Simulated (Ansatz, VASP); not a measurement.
# Two plane-wave programs on LiNbO3

```
CELL_PARAMETERS angstrom
2.57510 1.48673 4.62177
-2.57510 1.48673 4.62177
0.00000 -2.97347 4.62177
ATOMIC_POSITIONS crystal
Li 0.27500 0.27500 0.27500
Li 0.77500 0.77500 0.77500
Nb 0.00000 0.00000 0.00000
Nb 0.50000 0.50000 0.50000
O 0.10620 0.35330 0.71480
O 0.71480 0.10620 0.35330
O 0.35330 0.71480 0.10620
O 0.21480 0.85330 0.60620
O 0.85330 0.60620 0.21480
O 0.60620 0.21480 0.85330
```

Alike in both runs: task electric field gradients; functional PBE; k mesh 7 × 7 × 7; occupations fermi-dirac, width 0.02 eV; no spin polarisation.

```csv
,VASP,Ansatz
version,VASP 6.6.1,Ansatz 0.2.0
potentials or method,"VASP PAW PBE potentials, release 64 (Li_sv, Nb_sv, O)","plane-wave PAW, scalar-relativistic"
plane-wave cutoff (eV),520,420
valence electrons in the cell,68,68
```

```csv
,VASP,Ansatz,Ansatz less VASP
gap on the k mesh at the Fermi level (eV),3.92,3.93,+0.015
rms of the force components (eV/Å),0.452,0.441,-0.0108
size of Vzz on the site where it differs most (V/Å²),60.5,59.1,-1.38
```

Atom by atom the forces differ by 0.014 eV/Å (rms over components).

Noted on VASP's run: the cutoff is under 1.25 times that of the potentials, so the pressure is a little rough.
